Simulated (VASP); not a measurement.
A run of VASP 6.6.1 is set up as follows.

Contents of INCAR:

```
SYSTEM = Sr3Si2
PREC     = Accurate       ! precision mode
ENCUT    = 520            ! plane-wave cutoff, eV
EDIFF    = 1E-6           ! SCF threshold, eV
ISMEAR   = 0              ! smearing method
SIGMA    = 0.1            ! smearing width, eV
LREAL    = .False.        ! projectors in reciprocal space
LASPH    = .True.         ! aspherical terms in the spheres
NELM     = 60             ! most SCF steps
ALGO     = Normal         ! electronic algorithm
ISIF     = 2              ! what is computed and relaxed
LWAVE    = .False.        ! write WAVECAR
LCHARG   = .True.         ! write CHGCAR
GGA      = PE             ! functional
LELF     = .True.         ! ELF
LVHAR    = .True.       
NBANDS   = 27             ! bands
```

Contents of KPOINTS:

```
Automatic mesh
0
Gamma
  3 3 4
  0 0 0
```

File POSCAR:

```
Sr3Si2
1.0
    8.6603640509      0.0000000000      0.0000000000
   -4.3301820255      7.5000952741      0.0000000000
    0.0000000000      0.0000000000      3.8718788411
Sr Si
3 2
Direct
    0.5000000000      0.0000000000      0.5497266530
    0.0000000000      0.5000000000      0.5497266530
    0.5000000000      0.5000000000      0.5497266530
    0.6666666667      0.3333333333      0.0504100204
    0.3333333333      0.6666666667      0.0504100204
```

Potentials or basis: VASP PAW PBE potentials, release 64 (Sr_sv, Si).

Command:

```sh
$ cat potpaw_PBE.64/Sr_sv/POTCAR potpaw_PBE.64/Si/POTCAR > POTCAR
$ mpirun -np 1 vasp_std > vasp.out
```

**Question.** Estimate the pressure.

**Answer.** 0.1 GPa.

**Question.** What does it give for the band gap on the k mesh?

**Answer.** Zero (band 19 reaches 1.85 eV, above the bottom of band 20 at 0.46 eV).

**Question.** Estimate the largest force.

**Answer.** 0.010 eV/Å.

Forces on the atoms (eV/Å):
```
Sr   0.000  0.000  0.007
Sr   0.000  0.000  0.007
Sr   0.000  0.000  0.007
Si   0.000  0.000 -0.010
Si   0.000  0.000 -0.010
```

Caveat: the k points lie up to 0.41 Å⁻¹ apart.
